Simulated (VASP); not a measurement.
# SnO (P2_1/m) in VASP: a series of runs, part 2 of 2

VASP 6.6.1. The steps go on from the part before.

## (3) Single point, PBE

This run uses another cell than the first one, of 19.97 Å³/atom, 1.144 times its volume.

INCAR reads:

```
SYSTEM = SnO
ALGO = Normal ; EDIFF = 1E-7
ENCUT = 520 ; GGA = PE
ISIF = 2 ; ISMEAR = 0
LASPH = .TRUE. ; LCHARG = .FALSE.
LREAL = .FALSE. ; LWAVE = .FALSE.
NBANDS = 28 ; NELM = 100
PREC = Accurate ; SIGMA = 0.05
```

KPOINTS reads:

```
k-points
0
G
  10 10 8
  0 0 0
```

POSCAR reads:

```
SnO
1.0
    3.9705335846      0.0000000000      0.0000000000
    0.0000000000      3.9705335846      0.0000000000
    0.0000000000      0.0000000000      5.0679375214
Sn O
2 2
Direct
   -0.0215397020      0.5000000000      0.2286909982
    0.5215397020      0.0000000000      0.7713090018
    0.0022927840      0.0000000000      0.0000000000
    0.4977072160      0.5000000000      0.0000000000
```

Potentials or basis: VASP PAW PBE potentials, release 64 (Sn_d, O).

The run is started by

```
$ cat potpaw_PBE.64/Sn_d/POTCAR potpaw_PBE.64/O/POTCAR > POTCAR
$ mpirun -np 1 vasp_std > vasp.out
```

OUTCAR:

```text
SYSTEM = SnO
   EDIFF = 1E-7
   ENCUT = 520
   GGA = PE
   ISIF = 2
   ISMEAR = 0
   LASPH = .TRUE.
   LREAL = .FALSE.
   NELM = 100
   PREC = Accurate

 ion  position               nearest neighbor table
   1  0.978  0.500  0.229-   4 2.23   3 2.30   3 2.30   4 2.37   2 3.55   2 3.55   2 3.74   2 3.74

   2  0.522  0.000  0.771-   3 2.23   4 2.30   4 2.30   3 2.37   1 3.55   1 3.55   1 3.74   1 3.74

   3  0.002  0.000  0.000-   2 2.23   1 2.30   1 2.30   2 2.37
   4  0.498  0.500  0.000-   1 2.23   2 2.30   2 2.30   1 2.37

  LATTYP: Found a simple tetragonal cell.
 ALAT       =     3.9705335846
 C/A-ratio  =     1.2763870179

  Lattice vectors:

 A1 = (   3.9705335846,   0.0000000000,   0.0000000000)
 A2 = (   0.0000000000,   3.9705335846,   0.0000000000)
 A3 = (   0.0000000000,   0.0000000000,   5.0679375214)

Analysis of symmetry for initial positions (statically):
=====================================================================
 Subroutine PRICEL returns:
 Original cell was already a primitive cell.

[... 170 lines left out ...]
  ext. energy  EPLUGINS =         0.00000000
  ---------------------------------------------------
  free energy    TOTEN  =       -22.64008735 eV

  energy without entropy =      -22.64008735  energy(sigma->0) =      -22.64008735

 E-fermi :   5.6356     XC(G=0):  -9.5687

 val. band max:        5.3384241638   @ k =   0.0000   0.1000   0.0000
 cond. band min:       6.0858597032   @ k =   0.5000   0.5000   0.0000
 fundamental gap:      0.7474355394
 Fermi energy:         5.6355523758

 k-point     1 :       0.0000    0.0000    0.0000
  band No.  band energies     occupation
      1     -16.0923      2.00000
      2     -15.8216      2.00000
      3     -15.8131      2.00000
      4     -15.7981      2.00000
      5     -15.7848      2.00000
      6     -15.7779      2.00000
[... 733 lines left out ...]
     27      13.1289      0.00000
     28      13.6077      0.00000

 [... further k-points ...]
[... 5 lines left out ...]
  --------------------------------------------------------------------------------------
  -------------------------------------------------------------------------------------
  Total       -2.1729905     -2.3403540     -0.9966298      0.0000000      0.0000000      0.6607365
  in kB      -43.5752016    -46.9313598    -19.9855199      0.0000000      0.0000000     13.2498162
  external PRESSURE =     -36.8306938 kB  Pullay stress =       0.0000000 kB

 VOLUME and BASIS-vectors are now :
 -----------------------------------------------------------------------------
  energy-cutoff  :      520.00
  volume of cell :       79.90
      direct lattice vectors                 reciprocal lattice vectors
     3.970533585  0.000000000  0.000000000     0.251855318  0.000000000  0.000000000
     0.000000000  3.970533585  0.000000000     0.000000000  0.251855318  0.000000000
     0.000000000  0.000000000  5.067937521     0.000000000  0.000000000  0.197318928

 POSITION                                       TOTAL-FORCE (eV/Angst)
 -----------------------------------------------------------------------------------
      3.88501      1.98527      1.15899         0.317256      0.000000     -0.387492
      2.07079      0.00000      3.90895        -0.317256      0.000000      0.387492
      0.00910      0.00000      0.00000        -0.083483      0.000000      0.040465
      1.97616      1.98527      0.00000         0.083483      0.000000     -0.040465
 -----------------------------------------------------------------------------------
    total drift:                                0.000000     -0.000000      0.000000

  FREE ENERGIE OF THE ION-ELECTRON SYSTEM (eV)
  ---------------------------------------------------
  free  energy   TOTEN  =       -22.6400873468 eV

  energy  without entropy=      -22.6400873468  energy(sigma->0) =      -22.64008735
```

OSZICAR:

```text
N       E                     dE             d eps       ncg     rms          rms(c)
DAV:   1     0.414226881672E+03    0.41423E+03   -0.19862E+04 14580   0.208E+03
DAV:   2     0.387471091344E+02   -0.37548E+03   -0.36102E+03 14720   0.530E+02
DAV:   3    -0.233627214989E+02   -0.62110E+02   -0.60814E+02 16288   0.179E+02
DAV:   4    -0.265055346495E+02   -0.31428E+01   -0.31268E+01 15988   0.436E+01
DAV:   5    -0.265812522104E+02   -0.75718E-01   -0.75708E-01 15620   0.737E+00    0.118E+01
DAV:   6    -0.227610921006E+02    0.38202E+01   -0.19871E+01 22732   0.475E+01    0.545E+00
DAV:   7    -0.226636874338E+02    0.97405E-01   -0.25566E+00 16512   0.911E+00    0.252E+00
DAV:   8    -0.226460549826E+02    0.17632E-01   -0.33826E-01 15480   0.363E+00    0.813E-01
DAV:   9    -0.226389373097E+02    0.71177E-02   -0.50628E-02 22376   0.195E+00    0.268E-01
DAV:  10    -0.226408129489E+02   -0.18756E-02   -0.10445E-02 18952   0.843E-01    0.194E-01
DAV:  11    -0.226400466124E+02    0.76634E-03   -0.40049E-03 21544   0.493E-01    0.236E-02
DAV:  12    -0.226400827114E+02   -0.36099E-04   -0.37125E-04 14692   0.132E-01    0.245E-02
DAV:  13    -0.226400878030E+02   -0.50916E-05   -0.24465E-05 15120   0.329E-02    0.778E-03
DAV:  14    -0.226400874408E+02    0.36220E-06   -0.29458E-06 17820   0.113E-02    0.223E-03
DAV:  15    -0.226400873468E+02    0.94011E-07   -0.43336E-07 13172   0.482E-03
   1 F= -.22640087E+02 E0= -.22640087E+02  d E =-.102887E-18
```

stdout:

```text
POSCAR found type information on POSCAR SnO
 POSCAR found :  2 types and       4 ions
 scaLAPACK will be used
 LDA part: xc-table for (Slater+PW92), standard interpolation
 POSCAR, INCAR and KPOINTS ok, starting setup
 FFT: planning ... GRIDC
 FFT: planning ... GRID_SOFT
 FFT: planning ... GRID
 WAVECAR not read
 entering main loop
```

It took 5 min on 1 thread of AMD EPYC 9R14 (Zen 4), shared host; peak memory 0.49 GiB.

What came out:

* Free energy: -22.6401 eV
* Pressure: -3.7 GPa
* Largest force: 0.501 eV/Å
* Band gap on the k mesh: 0.75 eV, indirect (least direct gap 1.86 eV)

Forces in eV/Å, atoms in the order of the input:
```
Sn   0.317  0.000 -0.387
Sn  -0.317  0.000  0.387
O   -0.083  0.000  0.040
O    0.083  0.000 -0.040
```

Caveat: spin-orbit coupling is left out, which moves the levels of the heavy elements. A k mesh can miss the band edges.

## (4) Single point, PBE

This run uses another cell than the first one, of 18.95 Å³/atom, 1.085 times its volume.

INCAR reads:

```
SYSTEM = SnO
PREC     = Accurate       ! precision mode
ENCUT    = 520            ! plane-wave cutoff, eV
EDIFF    = 1E-7           ! SCF threshold, eV
ISMEAR   = 0              ! smearing method
SIGMA    = 0.05           ! smearing width, eV
LREAL    = .False.        ! projectors in reciprocal space
LASPH    = .True.         ! aspherical terms in the spheres
NELM     = 60             ! most SCF steps
ALGO     = Normal         ! electronic algorithm
ISIF     = 2              ! what is computed and relaxed
LWAVE    = .False.        ! write WAVECAR
LCHARG   = .True.         ! write CHGCAR
GGA      = PE             ! functional
LELF     = .True.         ! ELF
LVHAR    = .True.       
NBANDS   = 28             ! bands
```

KPOINTS reads:

```
Automatic mesh
0
Gamma
  10 10 8
  0 0 0
```

POSCAR reads:

```
SnO
1.0
    3.8672772812      0.0000000000      0.0000000000
    0.0000000000      3.8672772812      0.0000000000
    0.0000000000      0.0000000000      5.0679375214
Sn O
2 2
Direct
   -0.0646449638      0.5000000000      0.2286909982
    0.5646449638      0.0000000000      0.7713090018
    0.0068811044      0.0000000000      0.0000000000
    0.4931188956      0.5000000000      0.0000000000
```

The run is started by

```
$ cat potpaw_PBE.64/Sn_d/POTCAR potpaw_PBE.64/O/POTCAR > POTCAR
$ mpirun -np 1 vasp_std > vasp.out
```

Run time: 3.9 min. Hardware: 1 thread of Intel Xeon 6975P-C (Granite Rapids), shared host; peak memory 0.5 GiB.

The run converged. Its results:

```
Free energy            : -22.3967 eV
Pressure               : 3.0 GPa
Largest force          : 1.581 eV/Å
Band gap on the k mesh : 0.60 eV, indirect (least direct gap 1.83 eV)
```

Forces on the atoms (eV/Å):
```
Sn   1.424  0.000  0.686
Sn  -1.424  0.000 -0.686
O    0.246  0.000  0.494
O   -0.246  0.000 -0.494
```

Stress tensor (GPa, compression positive):
```
4.62 0.00 6.16
0.00 0.97 0.00
6.16 0.00 3.32
```

Levels at points of the mesh, in eV from the valence-band top:
```
           k point  band 17  band 18  band 19  band 20  band 21  band 22  band 23  band 24
(0.00, 0.00, 0.00)    -3.24    -2.85    -2.84     0.00     1.83     3.87     4.80     5.26
(0.50, 0.00, 0.00)    -4.54    -4.25    -2.86    -1.79     2.85     3.22     5.57     5.76
(0.00, 0.50, 0.00)    -4.38    -4.38    -2.35    -2.35     2.90     2.90     5.51     5.51
(0.50, 0.50, 0.00)    -2.26    -2.26    -1.80    -1.80     0.60     0.60     4.50     4.50
(0.00, 0.00, 0.50)    -3.22    -2.90    -2.85    -1.99     1.60     3.22     3.87     3.90
(0.50, 0.00, 0.50)    -4.61    -4.25    -1.82    -1.22     2.42     2.47     4.77     6.16
(0.00, 0.50, 0.50)    -4.41    -4.41    -1.55    -1.55     2.44     2.44     5.55     5.55
(0.50, 0.50, 0.50)    -2.33    -2.33    -2.25    -2.25     2.66     2.66     3.69     3.69
```

Caveat: spin-orbit coupling is left out, which moves the levels of the heavy elements; forces of over 1 eV/Å act on the atoms, so gaps and moduli don't describe the material at rest.

## (5) Single point, PBE

This run uses another cell than the first one, of 18.95 Å³/atom, 1.085 times its volume.

INCAR reads:

```
SYSTEM = SnO
PREC = Accurate
ENCUT = 520
EDIFF = 1E-6
ISMEAR = 0
SIGMA = 0.05
LREAL = .FALSE.
LASPH = .TRUE.
NELM = 60
ALGO = Normal
ISIF = 2
LWAVE = .FALSE.
LCHARG = .FALSE.
GGA = PE
NBANDS = 28
```

KPOINTS reads:

```
Automatic mesh
0
G
  10 10 8
  0 0 0
```

POSCAR reads:

```
SnO
1.0
    3.8672772812      0.0000000000      0.0000000000
    0.0000000000      3.8672772812      0.0000000000
    0.0000000000      0.0000000000      5.0679375214
Sn O
2 2
Direct
   -0.0215397020      0.5000000000      0.2286909982
    0.5215397020      0.0000000000      0.7713090018
    0.0022927840      0.0000000000      0.0000000000
    0.4977072160      0.5000000000      0.0000000000
```

The run is started by

```
$ cat potpaw_PBE.64/Sn_d/POTCAR potpaw_PBE.64/O/POTCAR > POTCAR
$ mpirun -np 1 vasp_std > vasp.out
```

It took 4 min on 1 thread of Intel Xeon 6975P-C (Granite Rapids), shared host; peak memory 0.5 GiB.

It converged, with:

```yaml
Free_energy: -22.6913 eV
Pressure: 0.5 GPa
Largest_force: 0.444 eV/Å
Band_gap_on_the_k_mesh: 0.52 eV, indirect (least direct gap 1.90 eV)
```

Forces on the atoms (eV/Å):
```
Sn   0.419  0.000  0.147
Sn  -0.419  0.000 -0.147
O    0.016  0.000  0.052
O   -0.016  0.000 -0.052
```

Stress tensor (GPa, compression positive):
```
0.72 0.00 1.79
0.00 0.31 0.00
1.79 0.00 0.58
```

Levels at points of the mesh, in eV from the valence-band top:
```
           k point  band 18  band 19  band 20  band 21  band 22  band 23
(0.00, 0.00, 0.00)    -2.88    -2.88     0.00     1.90     4.04     4.91
(0.50, 0.00, 0.00)    -4.40    -2.51    -2.15     2.98     3.09     5.68
(0.00, 0.50, 0.00)    -4.46    -2.34    -2.34     3.02     3.02     5.64
(0.50, 0.50, 0.00)    -2.25    -1.75    -1.75     0.52     0.52     4.55
(0.00, 0.00, 0.50)    -2.90    -2.89    -1.95     1.70     3.30     3.39
(0.50, 0.00, 0.50)    -4.39    -1.63    -1.43     2.46     2.48     5.30
(0.00, 0.50, 0.50)    -4.44    -1.54    -1.54     2.47     2.47     5.56
(0.50, 0.50, 0.50)    -2.34    -2.25    -2.25     2.62     2.62     3.74
```

Caveat: spin-orbit coupling is left out, which moves the levels of the heavy elements. A k mesh can miss the band edges.

## (6) The runs side by side

```tsv
cell	gap on the mesh (eV)	pressure (GPa)	largest force (eV/Å)
a = 3.713, b = 3.713, c = 5.068 Å, 4 atoms	0.11	9.5	1.32
a = 3.971, b = 3.971, c = 5.068 Å, 4 atoms	0.75	-3.7	0.50
a = 3.867, b = 3.867, c = 5.068 Å, 4 atoms	0.52	0.5	0.44
```

Some of these runs hold the atoms at other places in the same cell, which the table doesn't show; runs alike in all that it shows share one row.

Alike in all rows: task single point; level PBE; potentials or basis VASP PAW PBE potentials, release 64 (Sn_d, O); no spin polarisation; k mesh 10 × 10 × 8; cutoff (eV) 520; smearing gaussian 0.05 eV.

Caveats: spin-orbit coupling is left out, which moves the levels of the heavy elements; forces of over 1 eV/Å act on the atoms, so gaps and moduli don't describe the material at rest (some runs).

Absolute energies hang on the potentials; compare differences alone.
